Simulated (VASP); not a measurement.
# C (P6_3/mmc) in VASP: further runs

Runs on C. Level: PBE. Tasks: single point.

The COD entry that gives the cell may itself be a prediction, so a difference from it is no test against experiment.

Everything below comes from runs of VASP 6.6.1. Logs are shortened: lines on timing, memory, paths and dates and some standing lists are left out, and cuts for length are marked.

**1. The cell of the first run**

The structure is hexagonal, space group P6_3/mmc (No. 194). The conventional cell has a = 2.609 Å, b = 2.609 Å, c = 11.963 Å, α = 90.00°, β = 90.00°, γ = 120.00°. Within 2.0 Å of C (site symmetry 3m) lie 4 C at 1.51 to 1.59 Å. C (site symmetry 3m) has 4 C at 1.49 to 1.59 Å within 2.0 Å. Within 2.0 Å of C (site symmetry 3m) lie 4 C at 1.49 to 1.59 Å.

**2. Single point, PBE**

Input file INCAR:

```
ALGO = Normal
EDIFF = 1E-6
ENCUT = 520
GGA = PE
ISIF = 2
ISMEAR = 0
LASPH = True
LCHARG = False
LREAL = False
LWAVE = False
NBANDS = 36
NELM = 80
PREC = Accurate
SIGMA = 0.05
```

Input file KPOINTS:

```
k-points
0
Gamma
  12 12 2
```

Input file POSCAR:

```
C
1.0
    2.6088000000      0.0000000000      0.0000000000
   -1.3044000000      2.2592870734      0.0000000000
    0.0000000000      0.0000000000     11.9630000000
C
12
Direct
    0.0000000000      0.0000000000      0.1868593266
    0.0000000000      0.0000000000      0.6868593266
    0.0000000000      0.0000000000      0.3131406734
    0.0000000000      0.0000000000      0.8131406734
    0.3333333333      0.6666666667      0.5207665411
    0.6666666667      0.3333333333      0.0207665411
    0.3333333333      0.6666666667      0.9792334589
    0.6666666667      0.3333333333      0.4792334589
    0.3333333333      0.6666666667      0.6450950823
    0.6666666667      0.3333333333      0.1450950823
    0.3333333333      0.6666666667      0.8549049177
    0.6666666667      0.3333333333      0.3549049177
```

Potentials or basis: VASP PAW PBE potentials, release 64 (C).

Launch:

```sh
$ cat potpaw_PBE.64/C/POTCAR > POTCAR
$ mpirun -np 1 vasp_std > vasp.out
```

OUTCAR:

```text
EDIFF = 1E-6
   ENCUT = 520
   GGA = PE
   ISIF = 2
   ISMEAR = 0
   LASPH = True
   LREAL = False
   NELM = 80
   PREC = Accurate

 ion  position               nearest neighbor table
   1  0.000  0.000  0.187-   3 1.51  10 1.59  10 1.59  10 1.59
   2  0.000  0.000  0.687-   4 1.51   9 1.59   9 1.59   9 1.59
   3  0.000  0.000  0.313-   1 1.51  12 1.59  12 1.59  12 1.59
   4  0.000  0.000  0.813-   2 1.51  11 1.59  11 1.59  11 1.59
   5  0.333  0.667  0.521-   9 1.49   8 1.59   8 1.59   8 1.59
   6  0.667  0.333  0.021-  10 1.49   7 1.59   7 1.59   7 1.59
   7  0.333  0.667  0.979-  11 1.49   6 1.59   6 1.59   6 1.59
   8  0.667  0.333  0.479-  12 1.49   5 1.59   5 1.59   5 1.59
   9  0.333  0.667  0.645-   5 1.49   2 1.59   2 1.59   2 1.59
  10  0.667  0.333  0.145-   6 1.49   1 1.59   1 1.59   1 1.59
  11  0.333  0.667  0.855-   7 1.49   4 1.59   4 1.59   4 1.59
  12  0.667  0.333  0.355-   8 1.49   3 1.59   3 1.59   3 1.59

  LATTYP: Found a hexagonal cell.
 ALAT       =     2.6088000000
 C/A-ratio  =     4.5856332413

  Lattice vectors:

 A1 = (   2.6088000000,   0.0000000000,   0.0000000000)
 A2 = (  -1.3044000000,   2.2592870734,   0.0000000000)
 A3 = (   0.0000000000,   0.0000000000,  11.9630000000)

Analysis of symmetry for initial positions (statically):
=====================================================================
 Subroutine PRICEL returns:
 Original cell was already a primitive cell.

 Routine SETGRP: Setting up the symmetry group for a
 hexagonal supercell.

 Subroutine GETGRP returns: Found 24 space group operations
 (whereof 12 operations were pure point group operations)
 out of a pool of 24 trial point group operations.

The static configuration has the point symmetry D_3d.
 The point group associated with its full space group is D_6h.

Analysis of symmetry for dynamics (positions and initial velocities):
=====================================================================
 Subroutine PRICEL returns:
 Original cell was already a primitive cell.

 Routine SETGRP: Setting up the symmetry group for a
 hexagonal supercell.

 Subroutine GETGRP returns: Found 24 space group operations
 (whereof 12 operations were pure point group operations)
 out of a pool of 24 trial point group operations.

The dynamic configuration has the point symmetry D_3d.
[... 129 lines left out ...]
   TEBEG  =    0.0;   TEEND  =   0.0 temperature during run
   PSTRESS=    0.0 pullay stress
   NELECT =      48.0000    total number of electrons
   NUPDOWN=      -1.0000    fix difference up-down
   EMIN   =  10.00;   EMAX   =-10.00  energy-range for DOS
   EFERMI =   0.00;   METHOD = LEGACY
   ISMEAR =     0;   SIGMA  =   0.05  broadening in eV -4-tet -1-fermi 0-gaus
   EFERMI_NEDOS =   21; number of points for ismear=-14 and -15
   IALGO  =     38    algorithm
   IMIX   =      4    mixing-type and parameters
     AMIX     =   0.40;   BMIX     =  1.00
     AMIX_MAG =   1.60;   BMIX_MAG =  1.00
  volume/ion in A,a.u.               =       5.88        39.65
  Fermi-wavevector in a.u.,A,eV,Ry     =   1.440139  2.721468 28.218496  2.074001
  Thomas-Fermi vector in A             =   2.558917
   LORBIT       =      0    0 simple, 1 ext, 2 COOP (PROOUT), +10 PAW based schemes
   GGA     = PE    functional components
   LHFCALC =     F    Hartree Fock is set to
   AEXX    =    0.0000 exact exchange contribution
   IVDW    =     0    specifies the selected vdW correction
   LEPSILON=     F    determine dielectric tensor
   LRPA    =     F    only Hartree local field effects (RPA)
 non-spin polarized calculation
 Gauss-broadening in eV      SIGMA  =   0.05
  energy-cutoff  :      520.00
  volume of cell :       70.51
 maximum number of plane-waves:      1935
 NGX is ok and might be reduce to    20
   NGX =  9   NGY =  9   NGZ = 45

 number of electron      47.9999999 magnetization

 Free energy of the ion-electron system (eV)
  ---------------------------------------------------
  ext. energy  EPLUGINS =         0.00000000
  ---------------------------------------------------
  free energy    TOTEN  =      -108.09534658 eV

  energy without entropy =     -108.09534658  energy(sigma->0) =     -108.09534658

 E-fermi :   9.6827     XC(G=0): -13.0679

 val. band max:        9.3844464949   @ k =   0.0000   0.0000   0.0000
 cond. band min:      12.9338356970   @ k =   0.5000   0.0000   0.0000
 fundamental gap:      3.5493892020
 Fermi energy:         9.6826559768

 k-point     1 :       0.0000    0.0000    0.0000
  band No.  band energies     occupation
      1     -11.8141      2.00000
      2     -11.0181      2.00000
      3     -10.9661      2.00000
      4      -8.5936      2.00000
      5      -8.5385      2.00000
      6      -5.2376      2.00000
[... 925 lines left out ...]
     35      19.1892      0.00000
     36      19.1892      0.00000

 [... further k-points ...]

------------------------ aborting loop because EDIFF is reached ----------------------------------------

  FORCE on cell =-STRESS in cart. coord.  units (eV):
  Direction    XX          YY          ZZ          XY          YZ          ZX
  --------------------------------------------------------------------------------------
  -------------------------------------------------------------------------------------
  Total      -16.1848384    -16.1848384     20.6028097      0.0000000     -0.0000000      0.0000000
  in kB     -367.7618242   -367.7618242    468.1496764      0.0000000     -0.0000000      0.0000000
  external PRESSURE =     -89.1246573 kB  Pullay stress =       0.0000000 kB

 VOLUME and BASIS-vectors are now :
 -----------------------------------------------------------------------------
  energy-cutoff  :      520.00
  volume of cell :       70.51
      direct lattice vectors                 reciprocal lattice vectors
     2.608800000  0.000000000  0.000000000     0.383318001  0.221308751  0.000000000
    -1.304400000  2.259287073  0.000000000     0.000000000  0.442617502  0.000000000
     0.000000000  0.000000000 11.963000000     0.000000000  0.000000000  0.083591072

 POSITION                                       TOTAL-FORCE (eV/Angst)
 -----------------------------------------------------------------------------------
      0.00000      0.00000      2.23540        -0.000000     -0.000000     -0.418670
      0.00000      0.00000      8.21690         0.000000      0.000000     -0.418670
      0.00000      0.00000      3.74610        -0.000000     -0.000000      0.418670
      0.00000      0.00000      9.72760         0.000000      0.000000      0.418670
     -0.00000      1.50619      6.22993         0.000000      0.000000     -0.447065
      1.30440      0.75310      0.24843         0.000000     -0.000000     -0.447065
     -0.00000      1.50619     11.71457        -0.000000      0.000000      0.447065
      1.30440      0.75310      5.73307         0.000000     -0.000000      0.447065
     -0.00000      1.50619      7.71727         0.000000     -0.000000      0.242787
      1.30440      0.75310      1.73577        -0.000000      0.000000      0.242787
     -0.00000      1.50619     10.22723         0.000000     -0.000000     -0.242787
      1.30440      0.75310      4.24573        -0.000000      0.000000     -0.242787
 -----------------------------------------------------------------------------------
    total drift:                               -0.000000      0.000000      0.000000

  FREE ENERGIE OF THE ION-ELECTRON SYSTEM (eV)
  ---------------------------------------------------
  free  energy   TOTEN  =      -108.0953465752 eV

  energy  without entropy=     -108.0953465752  energy(sigma->0) =     -108.09534658
```

Wall time 2.4 min (1 thread of Intel Xeon 8259CL, shared host); peak memory 0.21 GiB.

What came out:

| Property | Result |
| --- | --- |
| Free energy | -108.0953 eV |
| Pressure | -8.9 GPa |
| Largest force | 0.447 eV/Å |
| Band gap on the k mesh | 3.55 eV, indirect (least direct gap 4.47 eV) |

Forces on the atoms (eV/Å):
```
C    0.000  0.000 -0.419
C    0.000  0.000 -0.419
C    0.000  0.000  0.419
C    0.000  0.000  0.419
C    0.000  0.000 -0.447
C    0.000  0.000 -0.447
C    0.000  0.000  0.447
C    0.000  0.000  0.447
C    0.000  0.000  0.243
C    0.000  0.000  0.243
C    0.000  0.000 -0.243
C    0.000  0.000 -0.243
```

Levels at points of the mesh, in eV from the valence-band top:
```
           k point  band 20  band 21  band 22  band 23  band 24  band 25  band 26  band 27  band 28  band 29
(0.00, 0.00, 0.00)    -1.28    -1.28    -0.36     0.00     0.00     4.47     4.47     5.81     5.81     6.07
(0.50, 0.00, 0.00)    -4.17    -4.00    -3.94    -3.50    -2.51     3.55     4.24     4.40     6.37     6.37
(0.00, 0.00, 0.50)    -1.19    -0.44    -0.44    -0.44    -0.44     4.98     4.98     4.98     4.98     6.11
(0.50, 0.00, 0.50)    -5.05    -3.57    -3.57    -2.96    -2.96     3.74     3.74     5.27     5.27     6.66
```

A k mesh can miss the band edges. Expect the measured gap to be larger: semilocal functionals such as PBE lack the derivative discontinuity.

**3. Single point, PBE**

This run uses another cell than the first one, of 5.90 Å³/atom, 1.004 times its volume.

Input file INCAR:

```
PREC     = Accurate       # precision mode
ENCUT    = 520            # plane-wave cutoff, eV
EDIFF    = 1E-6           # SCF threshold, eV
ISMEAR   = 0              # smearing method
SIGMA    = 0.05           # smearing width, eV
LREAL    = F              # projectors in reciprocal space
LASPH    = T              # aspherical terms in the spheres
NELM     = 80             # most SCF steps
ALGO     = Normal         # electronic algorithm
ISIF     = 2              # what is computed and relaxed
LWAVE    = F              # write WAVECAR
LCHARG   = T              # write CHGCAR
GGA      = PE             # functional
LELF     = T              # ELF
LVHAR    = T            
NBANDS   = 36             # bands
```

Input file KPOINTS:

```
regular mesh
0
Gamma
  12 12 2
```

POSCAR: that of step 2 with these lines changed.

```diff
@@ -2,5 +2,5 @@
 1.0
-    2.6088000000      0.0000000000      0.0000000000
-   -1.3044000000      2.2592870734      0.0000000000
-    0.0000000000      0.0000000000     11.9630000000
+    2.5647000000      0.0000000000      0.0000000000
+   -1.2823500000      2.2210953531      0.0000000000
+    0.0000000000      0.0000000000     12.4291124965
 C
```

Potentials or basis: VASP PAW PBE potentials, release 64 (C).

Launch:

```sh
$ cat potpaw_PBE.64/C/POTCAR > POTCAR
$ mpirun -np 1 vasp_std > vasp.out
```

Wall time 2.7 min (1 thread of Intel Xeon 8259CL, shared host); peak memory 0.21 GiB.

Results (log left out):

```yaml
Free_energy: -108.8985 eV
Pressure: -13.4 GPa
Largest_force: 0.053 eV/Å
Band_gap_on_the_k_mesh: 4.23 eV, indirect (least direct gap 5.10 eV)
```

Forces on the atoms (eV/Å):
```
C    0.000  0.000 -0.053
C    0.000  0.000 -0.053
C    0.000  0.000  0.053
C    0.000  0.000  0.053
C    0.000  0.000 -0.045
C    0.000  0.000 -0.045
C    0.000  0.000  0.045
C    0.000  0.000  0.045
C    0.000  0.000  0.012
C    0.000  0.000  0.012
C    0.000  0.000 -0.012
C    0.000  0.000 -0.012
```

Stress tensor (GPa, compression positive):
```
-19.74   0.00   0.00
  0.00 -19.74   0.00
  0.00   0.00  -0.81
```

Levels at points of the mesh, in eV from the valence-band top:
```
           k point  band 21  band 22  band 23  band 24  band 25  band 26  band 27  band 28
(0.00, 0.00, 0.00)    -1.01    -0.16     0.00     0.00     5.10     5.10     5.76     6.22
(0.50, 0.00, 0.00)    -3.93    -3.88    -3.47    -2.73     4.31     4.93     5.01     5.69
(0.00, 0.00, 0.50)    -0.33    -0.33    -0.33    -0.33     5.51     5.51     5.51     5.51
(0.50, 0.00, 0.50)    -3.61    -3.61    -3.08    -3.08     4.48     4.48     5.77     5.77
```

A k mesh can miss the band edges.

**4. Single point, PBE**

This run uses another cell than the first one, of 5.91 Å³/atom, 1.006 times its volume.

Input file INCAR:

```
  PREC = Accurate
  ENCUT = 520
  EDIFF = 1E-6
  ISMEAR = 0
  SIGMA = 0.05
  LREAL = False
  LASPH = True
  NELM = 80
  ALGO = Normal
  ISIF = 2
  LWAVE = False
  LCHARG = False
  GGA = PE
  NBANDS = 36
```

Input file KPOINTS:

```
Automatic mesh
0
Gamma
  12 12 2
```

POSCAR: that of step 3 with these lines changed.

```diff
@@ -2,5 +2,5 @@
 1.0
-    2.5647000000      0.0000000000      0.0000000000
-   -1.2823500000      2.2210953531      0.0000000000
-    0.0000000000      0.0000000000     12.4291124965
+    2.5205457478      0.0000000000      0.0000000000
+   -1.2602728739      2.1828566490      0.0000000000
+    0.0000000000      0.0000000000     12.8952000000
 C
```

Potentials or basis: VASP PAW PBE potentials, release 64 (C).

Launch:

```sh
$ cat potpaw_PBE.64/C/POTCAR > POTCAR
$ mpirun -np 1 vasp_std > vasp.out
```

OUTCAR:

```text
PREC = Accurate
   ENCUT = 520
   EDIFF = 1E-6
   ISMEAR = 0
   LREAL = False
   LASPH = True
   NELM = 80
   ISIF = 2
   GGA = PE

 ion  position               nearest neighbor table
   1  0.000  0.000  0.187-  10 1.55  10 1.55  10 1.55   3 1.63
   2  0.000  0.000  0.687-   9 1.55   9 1.55   9 1.55   4 1.63
   3  0.000  0.000  0.313-  12 1.55  12 1.55  12 1.55   1 1.63
   4  0.000  0.000  0.813-  11 1.55  11 1.55  11 1.55   2 1.63
   5  0.333  0.667  0.521-   8 1.55   8 1.55   8 1.55   9 1.60
   6  0.667  0.333  0.021-   7 1.55   7 1.55   7 1.55  10 1.60
   7  0.333  0.667  0.979-   6 1.55   6 1.55   6 1.55  11 1.60
   8  0.667  0.333  0.479-   5 1.55   5 1.55   5 1.55  12 1.60
   9  0.333  0.667  0.645-   2 1.55   2 1.55   2 1.55   5 1.60
  10  0.667  0.333  0.145-   1 1.55   1 1.55   1 1.55   6 1.60
  11  0.333  0.667  0.855-   4 1.55   4 1.55   4 1.55   7 1.60
  12  0.667  0.333  0.355-   3 1.55   3 1.55   3 1.55   8 1.60

  LATTYP: Found a hexagonal cell.
 ALAT       =     2.5205457478
[... 218 lines left out ...]
      5      -9.0523      2.00000
      6      -6.8300      2.00000
[... 925 lines left out ...]
     35      18.0202      0.00000
     36      18.0202      0.00000

 [... further k-points ...]

------------------------ aborting loop because EDIFF is reached ----------------------------------------

  FORCE on cell =-STRESS in cart. coord.  units (eV):
  Direction    XX          YY          ZZ          XY          YZ          ZX
  --------------------------------------------------------------------------------------
  -------------------------------------------------------------------------------------
  Total       -0.3666229     -0.3666229    -17.4907935      0.0000000      0.0000000      0.0000000
  in kB       -8.2790829     -8.2790829   -394.9773680      0.0000000      0.0000000      0.0000000
  external PRESSURE =    -137.1785113 kB  Pullay stress =       0.0000000 kB

 VOLUME and BASIS-vectors are now :
 -----------------------------------------------------------------------------
  energy-cutoff  :      520.00
  volume of cell :       70.95
      direct lattice vectors                 reciprocal lattice vectors
     2.520545748  0.000000000  0.000000000     0.396739476  0.229057643  0.000000000
    -1.260272874  2.182856649  0.000000000     0.000000000  0.458115287  0.000000000
     0.000000000  0.000000000 12.895200000     0.000000000  0.000000000  0.077548235

 POSITION                                       TOTAL-FORCE (eV/Angst)
 -----------------------------------------------------------------------------------
      0.00000      0.00000      2.40959         0.000000     -0.000000     -0.072070
      0.00000      0.00000      8.85719        -0.000000      0.000000     -0.072070
      0.00000      0.00000      4.03801        -0.000000      0.000000      0.072070
      0.00000      0.00000     10.48561        -0.000000     -0.000000      0.072070
     -0.00000      1.45524      6.71539        -0.000000      0.000000     -0.028138
      1.26027      0.72762      0.26779         0.000000     -0.000000     -0.028138
     -0.00000      1.45524     12.62741        -0.000000      0.000000      0.028138
      1.26027      0.72762      6.17981         0.000000     -0.000000      0.028138
     -0.00000      1.45524      8.31863         0.000000      0.000000      0.100024
      1.26027      0.72762      1.87103         0.000000     -0.000000      0.100024
     -0.00000      1.45524     11.02417        -0.000000      0.000000     -0.100024
      1.26027      0.72762      4.57657         0.000000     -0.000000     -0.100024
 -----------------------------------------------------------------------------------
    total drift:                               -0.000000      0.000000      0.000000

  FREE ENERGIE OF THE ION-ELECTRON SYSTEM (eV)
  ---------------------------------------------------
  free  energy   TOTEN  =      -108.7213953209 eV

  energy  without entropy=     -108.7213953209  energy(sigma->0) =     -108.72139532
```

stdout:

```text
POSCAR found type information on POSCAR C
 POSCAR found :  1 types and      12 ions
 scaLAPACK will be used
 LDA part: xc-table for (Slater+PW92), standard interpolation
 POSCAR, INCAR and KPOINTS ok, starting setup
 FFT: planning ... GRIDC
 FFT: planning ... GRID_SOFT
 FFT: planning ... GRID
 WAVECAR not read
 entering main loop
```

Wall time 2.4 min (1 thread of Intel Xeon 8259CL, shared host); peak memory 0.21 GiB.

Results:

```
Free energy            : -108.7214 eV
Pressure               : -13.7 GPa
Largest force          : 0.100 eV/Å
Band gap on the k mesh : 4.41 eV, indirect (least direct gap 4.53 eV)
```

Forces in eV/Å, atoms in the order of the input:
```
C    0.000  0.000 -0.072
C    0.000  0.000 -0.072
C    0.000  0.000  0.072
C    0.000  0.000  0.072
C    0.000  0.000 -0.028
C    0.000  0.000 -0.028
C    0.000  0.000  0.028
C    0.000  0.000  0.028
C    0.000  0.000  0.100
C    0.000  0.000  0.100
C    0.000  0.000 -0.100
C    0.000  0.000 -0.100
```

A k mesh can miss the band edges. A hybrid or GW would open this gap; PBE tends to underestimate it.

**5. The runs side by side**

| cell | gap on the mesh (eV) | pressure (GPa) | largest force (eV/Å) |
| --- | --- | --- | --- |
| a = 2.609, b = 2.609, c = 11.963 Å, angles 90.0, 90.0, 120.0°, 12 atoms | 3.55 | -8.9 | 0.45 |
| a = 2.565, b = 2.565, c = 12.429 Å, angles 90.0, 90.0, 120.0°, 12 atoms | 4.23 | -13.4 | 0.05 |
| a = 2.521, b = 2.521, c = 12.895 Å, angles 90.0, 90.0, 120.0°, 12 atoms | 4.41 | -13.7 | 0.10 |

Alike in all rows: task single point; level PBE; potentials or basis VASP PAW PBE potentials, release 64 (C); no spin polarisation; k mesh 12 × 12 × 2; cutoff (eV) 520; smearing gaussian 0.05 eV.

Absolute energies hang on the potentials; compare differences alone.
